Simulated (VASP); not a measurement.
# Ti (Fm-3m) in VASP: a series of runs, part 2 of 2

VASP 6.6.1. Earlier steps stand in the parts before.

### 3 Electric field gradients, PBE (volume scaled by 1.06)

INCAR

```
PREC     = Accurate       # precision mode
ENCUT    = 520            # plane-wave cutoff, eV
EDIFF    = 1E-8           # SCF threshold, eV
ISMEAR   = -1             # smearing method
SIGMA    = 0.05           # smearing width, eV
LREAL    = False          # projectors in reciprocal space
LASPH    = True           # aspherical terms in the spheres
NELM     = 80             # most SCF steps
ALGO     = Normal         # electronic algorithm
ISIF     = 2              # what is computed and relaxed
LWAVE    = False          # write WAVECAR
LCHARG   = False          # write CHGCAR
GGA      = PE             # functional
LEFG     = True         
NBANDS   = 12             # bands
```

KPOINTS

```
regular mesh
0
Gamma
  15 15 15
```

POSCAR

```
Ti
1.0
    0.0000000000      2.0698140295      2.0698140295
    2.0698140295      0.0000000000      2.0698140295
    2.0698140295      2.0698140295      0.0000000000
Ti
1
Direct
    0.0000000000      0.0000000000      0.0000000000
```

Potentials or basis: VASP PAW PBE potentials, release 64 (Ti_sv).

Started as:

```bash
$ cat potpaw_PBE.64/Ti_sv/POTCAR > POTCAR
$ mpirun -np 1 vasp_std > vasp.out
```

OUTCAR:

```text
PREC = Accurate
   ENCUT = 520
   EDIFF = 1E-8
   ISMEAR = -1
   LREAL = False
   LASPH = True
   NELM = 80
   ISIF = 2
   GGA = PE

 ion  position               nearest neighbor table
   1  0.000  0.000  0.000-

  LATTYP: Found a face centered cubic cell.
 ALAT       =     4.1396280590

  Lattice vectors:

 A1 = (   0.0000000000,   2.0698140295,   2.0698140295)
 A2 = (   2.0698140295,   0.0000000000,   2.0698140295)
 A3 = (   2.0698140295,   2.0698140295,   0.0000000000)

Analysis of symmetry for initial positions (statically):
=====================================================================
 Subroutine PRICEL returns:
 Original cell was already a primitive cell.

 Routine SETGRP: Setting up the symmetry group for a
 face centered cubic supercell.

 Subroutine GETGRP returns: Found 48 space group operations
 (whereof 48 operations were pure point group operations)
 out of a pool of 48 trial point group operations.

The static configuration has the point symmetry O_h .

Analysis of symmetry for dynamics (positions and initial velocities):
=====================================================================
 Subroutine PRICEL returns:
 Original cell was already a primitive cell.

 Routine SETGRP: Setting up the symmetry group for a
 face centered cubic supercell.

 Subroutine GETGRP returns: Found 48 space group operations
 (whereof 48 operations were pure point group operations)
 out of a pool of 48 trial point group operations.

The dynamic configuration has the point symmetry O_h .

 Subroutine INISYM returns: Found 48 space group operations
 (whereof 48 operations are pure point group operations),
 and found     1 'primitive' translations

----------------------------------------------------------------------------------------

                                     Primitive cell

  volume of cell :      17.7347

  direct lattice vectors                    reciprocal lattice vectors
     0.000000000  2.069814029  2.069814029    -0.241567596  0.241567596  0.241567596
     2.069814029  0.000000000  2.069814029     0.241567596 -0.241567596  0.241567596
     2.069814029  2.069814029  0.000000000     0.241567596  0.241567596 -0.241567596

  length of vectors
     2.927159072  2.927159072  2.927159072     0.418407350  0.418407350  0.418407350

  position of ions in fractional coordinates (direct lattice)
     0.000000000  0.000000000  0.000000000

  ion indices of the primitive-cell ions
   primitive index   ion index
                 1           1

----------------------------------------------------------------------------------------

 KPOINTS: regular mesh

Automatic generation of k-mesh.
 Grid dimensions read from file:
[... 73 lines left out ...]
   POTIM  = 0.5000    time-step for ionic-motion
   TEBEG  =    0.0;   TEEND  =   0.0 temperature during run
   PSTRESS=    0.0 pullay stress
   NELECT =      12.0000    total number of electrons
   NUPDOWN=      -1.0000    fix difference up-down
   EMIN   =  10.00;   EMAX   =-10.00  energy-range for DOS
   EFERMI =   0.00;   METHOD = LEGACY
   ISMEAR =    -1;   SIGMA  =   0.05  broadening in eV -4-tet -1-fermi 0-gaus
   EFERMI_NEDOS =   21; number of points for ismear=-14 and -15
   IALGO  =     38    algorithm
   IMIX   =      4    mixing-type and parameters
     AMIX     =   0.40;   BMIX     =  1.00
     AMIX_MAG =   1.60;   BMIX_MAG =  1.00
  volume/ion in A,a.u.               =      17.73       119.68
  Fermi-wavevector in a.u.,A,eV,Ry     =   1.437233  2.715977 28.104730  2.065639
  Thomas-Fermi vector in A             =   2.556334
   LORBIT       =      0    0 simple, 1 ext, 2 COOP (PROOUT), +10 PAW based schemes
   GGA     = PE    functional components
   LHFCALC =     F    Hartree Fock is set to
   AEXX    =    0.0000 exact exchange contribution
   IVDW    =     0    specifies the selected vdW correction
   LEPSILON=     F    determine dielectric tensor
   LRPA    =     F    only Hartree local field effects (RPA)
 non-spin polarized calculation
  energy-cutoff  :      520.00
  volume of cell :       17.73
 maximum number of plane-waves:       531
 NGX is ok and might be reduce to    24
   NGX = 11   NGY = 11   NGZ = 11

 number of electron      11.9999999 magnetization

 Free energy of the ion-electron system (eV)
  ---------------------------------------------------
  ext. energy  EPLUGINS =         0.00000000
  ---------------------------------------------------
  free energy    TOTEN  =        -7.78268507 eV

  energy without entropy =       -7.76853616  energy(sigma->0) =       -7.77561061

 E-fermi :   7.9989     XC(G=0): -11.4016

 val. band max:        7.9867582288   @ k =   0.3333   0.0000   0.0000
 cond. band min:       8.0084544946   @ k =  -0.4000   0.3333   0.1333
 fundamental gap:      0.0216962657
 Fermi energy:         7.9989365988

 k-point     1 :       0.0000    0.0000    0.0000
  band No.  band energies     occupation
      1     -48.7514      2.00000
      2     -24.6336      2.00000
      3     -24.6336      2.00000
      4     -24.6336      2.00000
      5       1.9548      2.00000
      6       8.8583      0.00000
      7       8.8583      0.00000
      8       8.8583      0.00000
      9      10.4425      0.00000
     10      10.4425      0.00000
     11      23.1296      0.00000
     12      27.5045      0.00000
[... 331 lines left out ...]
 k-point    24 :       0.2000    0.1333    0.0000
  band No.  band energies     occupation
      1     -48.7120      2.00000
      2     -24.8109      2.00000
      3     -24.6888      2.00000
      4     -24.6838      2.00000
      5       3.1514      2.00000
      6       8.0985      0.24037
      7       9.2841      0.00000
      8       9.3464      0.00000
      9       9.8195      0.00000
     10      10.6841      0.00000
     11      23.4508      0.00000
     12      24.2444      0.00000

 [... further k-points ...]

------------------------ aborting loop because EDIFF is reached ----------------------------------------

  FORCE on cell =-STRESS in cart. coord.  units (eV):
  Direction    XX          YY          ZZ          XY          YZ          ZX
  --------------------------------------------------------------------------------------
  -------------------------------------------------------------------------------------
  Total       -0.2518437     -0.2518437     -0.2518437      0.0000000      0.0000000      0.0000000
  in kB      -22.7518998    -22.7518998    -22.7518998      0.0000000      0.0000000      0.0000000
  external PRESSURE =     -22.7518998 kB  Pullay stress =       0.0000000 kB

 VOLUME and BASIS-vectors are now :
 -----------------------------------------------------------------------------
  energy-cutoff  :      520.00
  volume of cell :       17.73
      direct lattice vectors                 reciprocal lattice vectors
     0.000000000  2.069814029  2.069814029    -0.241567596  0.241567596  0.241567596
     2.069814029  0.000000000  2.069814029     0.241567596 -0.241567596  0.241567596
     2.069814029  2.069814029  0.000000000     0.241567596  0.241567596 -0.241567596

 POSITION                                       TOTAL-FORCE (eV/Angst)
 -----------------------------------------------------------------------------------
      0.00000      0.00000      0.00000        -0.000000     -0.000000      0.000000
 -----------------------------------------------------------------------------------
    total drift:                               -0.000000      0.000000      0.000000

  FREE ENERGIE OF THE ION-ELECTRON SYSTEM (eV)
  ---------------------------------------------------
  free  energy   TOTEN  =        -7.7826850700 eV

  energy  without entropy=       -7.7685361597  energy(sigma->0) =       -7.77561061

 Electric field gradients (V/A^2)
---------------------------------------------------------------------
 ion       V_xx      V_yy      V_zz      V_xy      V_xz      V_yz
---------------------------------------------------------------------
   1      -0.000     0.000     0.000     0.000     0.000     0.000
---------------------------------------------------------------------

 Electric field gradients after diagonalization (V/A^2)
 (convention: |V_zz| > |V_xx| > |V_yy|)
----------------------------------------------------------------------
 ion       V_xx      V_yy      V_zz     asymmetry (V_yy - V_xx)/ V_zz
----------------------------------------------------------------------
   1      -0.000    -0.000     0.001       0.000
----------------------------------------------------------------------

           NMR quadrupolar parameters

 Cq : quadrupolar parameter    Cq=e*Q*V_zz/h
 eta: asymmetry parameters     (V_yy - V_xx)/ V_zz
 Q  : nuclear electric quadrupole moment in mb (millibarn)
----------------------------------------------------------------------
 ion       Cq(MHz)       eta       Q (mb)
----------------------------------------------------------------------
   1       0.000       0.000       1.000
----------------------------------------------------------------------
```

It took 16 s on 1 thread of Intel Xeon 6975P-C, shared host; peak memory 0.15 GiB.

What came out:

- Free energy: -7.7827 eV
- Pressure: -2.3 GPa
- Band gap on the k mesh: zero (band 6 reaches 8.86 eV, above the bottom of band 7 at 7.74 eV)

Levels at points of the mesh, in eV from the Fermi level:
```tsv
k point	band 4	band 5	band 6	band 7	band 8	band 9
(0.00, 0.00, 0.00)	-32.63	-6.04	0.86	0.86	0.86	2.44
```

Caveat: without QUAD_EFG the Cq values of the log hold for a quadrupole moment of 1 mb, not for the nuclei.

### 4 Electric field gradients, PBE (volume scaled by 0.9405)

INCAR

```
  PREC = Accurate
  ENCUT = 520
  EDIFF = 1E-8
  ISMEAR = -1
  SIGMA = 0.05
  LREAL = False
  LASPH = True
  NELM = 80
  ALGO = Normal
  ISIF = 2
  LWAVE = False
  LCHARG = False
  GGA = PE
  LEFG = True
  NBANDS = 12
```

KPOINTS

```
Automatic mesh
0
Gamma
  15 15 15
```

POSCAR

```
Ti
1.0
    0.0000000000      1.9889123197      1.9889123197
    1.9889123197      0.0000000000      1.9889123197
    1.9889123197      1.9889123197      0.0000000000
Ti
1
Direct
    0.0000000000      0.0000000000      0.0000000000
```

Potentials or basis: VASP PAW PBE potentials, release 64 (Ti_sv).

Started as:

```bash
$ cat potpaw_PBE.64/Ti_sv/POTCAR > POTCAR
$ mpirun -np 1 vasp_std > vasp.out
```

OUTCAR:

```text
PREC = Accurate
   ENCUT = 520
   EDIFF = 1E-8
   ISMEAR = -1
   LREAL = False
   LASPH = True
   NELM = 80
   ISIF = 2
   GGA = PE

 ion  position               nearest neighbor table
   1  0.000  0.000  0.000-

  LATTYP: Found a face centered cubic cell.
 ALAT       =     3.9778246394

  Lattice vectors:

 A1 = (   0.0000000000,   1.9889123197,   1.9889123197)
 A2 = (   1.9889123197,   0.0000000000,   1.9889123197)
 A3 = (   1.9889123197,   1.9889123197,   0.0000000000)

Analysis of symmetry for initial positions (statically):
=====================================================================
 Subroutine PRICEL returns:
 Original cell was already a primitive cell.

 Routine SETGRP: Setting up the symmetry group for a
 face centered cubic supercell.
[... 541 lines left out ...]
  in kB      123.5087519    123.5087519    123.5087519      0.0000000      0.0000000      0.0000000
  external PRESSURE =     123.5087519 kB  Pullay stress =       0.0000000 kB

 VOLUME and BASIS-vectors are now :
 -----------------------------------------------------------------------------
  energy-cutoff  :      520.00
  volume of cell :       15.74
      direct lattice vectors                 reciprocal lattice vectors
     0.000000000  1.988912320  1.988912320    -0.251393686  0.251393686  0.251393686
     1.988912320  0.000000000  1.988912320     0.251393686 -0.251393686  0.251393686
     1.988912320  1.988912320  0.000000000     0.251393686  0.251393686 -0.251393686

 POSITION                                       TOTAL-FORCE (eV/Angst)
 -----------------------------------------------------------------------------------
      0.00000      0.00000      0.00000         0.000000      0.000000     -0.000000
 -----------------------------------------------------------------------------------
    total drift:                                0.000000      0.000000     -0.000000

  FREE ENERGIE OF THE ION-ELECTRON SYSTEM (eV)
  ---------------------------------------------------
  free  energy   TOTEN  =        -7.7266322540 eV

  energy  without entropy=       -7.7134235601  energy(sigma->0) =       -7.72002791

 Electric field gradients (V/A^2)
---------------------------------------------------------------------
 ion       V_xx      V_yy      V_zz      V_xy      V_xz      V_yz
---------------------------------------------------------------------
   1      -0.000    -0.000     0.000    -0.001    -0.001    -0.001
---------------------------------------------------------------------

 Electric field gradients after diagonalization (V/A^2)
 (convention: |V_zz| > |V_xx| > |V_yy|)
----------------------------------------------------------------------
 ion       V_xx      V_yy      V_zz     asymmetry (V_yy - V_xx)/ V_zz
----------------------------------------------------------------------
   1       0.001     0.001    -0.001       0.000
----------------------------------------------------------------------

           NMR quadrupolar parameters

 Cq : quadrupolar parameter    Cq=e*Q*V_zz/h
 eta: asymmetry parameters     (V_yy - V_xx)/ V_zz
 Q  : nuclear electric quadrupole moment in mb (millibarn)
----------------------------------------------------------------------
 ion       Cq(MHz)       eta       Q (mb)
----------------------------------------------------------------------
   1      -0.000       0.000       1.000
----------------------------------------------------------------------
```

OSZICAR:

```text
N       E                     dE             d eps       ncg     rms          rms(c)
DAV:   1     0.870309835669E+02    0.87031E+02   -0.65362E+03  2884   0.124E+03
DAV:   2    -0.425453825892E+01   -0.91286E+02   -0.88658E+02  2944   0.297E+02
DAV:   3    -0.846916651040E+01   -0.42146E+01   -0.41651E+01  3856   0.659E+01
DAV:   4    -0.857417449998E+01   -0.10501E+00   -0.10492E+00  3228   0.911E+00
DAV:   5    -0.857701937368E+01   -0.28449E-02   -0.28448E-02  3460   0.132E+00    0.921E+00
DAV:   6    -0.772028944104E+01    0.85673E+00   -0.17455E+00  3136   0.202E+01    0.261E+00
DAV:   7    -0.771208544498E+01    0.82040E-02   -0.11185E-01  3516   0.407E+00    0.139E+00
DAV:   8    -0.772634978569E+01   -0.14264E-01   -0.45073E-02  2996   0.254E+00    0.160E-01
DAV:   9    -0.772656700207E+01   -0.21722E-03   -0.46755E-03  3520   0.741E-01    0.103E-01
DAV:  10    -0.772665951663E+01   -0.92515E-04   -0.31875E-04  3064   0.200E-01    0.240E-02
DAV:  11    -0.772663231158E+01    0.27205E-04   -0.25804E-05  3440   0.631E-02    0.102E-02
DAV:  12    -0.772663200565E+01    0.30593E-06   -0.15236E-06  3104   0.156E-02    0.131E-03
DAV:  13    -0.772663233103E+01   -0.32538E-06   -0.29349E-07  3384   0.459E-03    0.159E-03
DAV:  14    -0.772663226022E+01    0.70808E-07   -0.35250E-08  3032   0.228E-03    0.499E-04
DAV:  15    -0.772663225399E+01    0.62332E-08   -0.56700E-09  2140   0.957E-04
   1 F= -.77266323E+01 E0= -.77200279E+01  d E =-.132087E-01
```

It took 12 s on 1 thread of Intel Xeon Platinum 8488C (Sapphire Rapids), shared host; peak memory 0.15 GiB.

What came out:

* Free energy: -7.7266 eV
* Pressure: 12.4 GPa
* Band gap on the k mesh: zero (band 6 reaches 10.24 eV, above the bottom of band 7 at 8.98 eV)

Levels at points of the mesh, in eV from the Fermi level:
```
           k point  band 4  band 5  band 6  band 7  band 8  band 9
(0.00, 0.00, 0.00)  -32.29   -6.33    0.92    0.92    0.92    2.79
```

Caveat: without QUAD_EFG the Cq values of the log hold for a quadrupole moment of 1 mb, not for the nuclei.
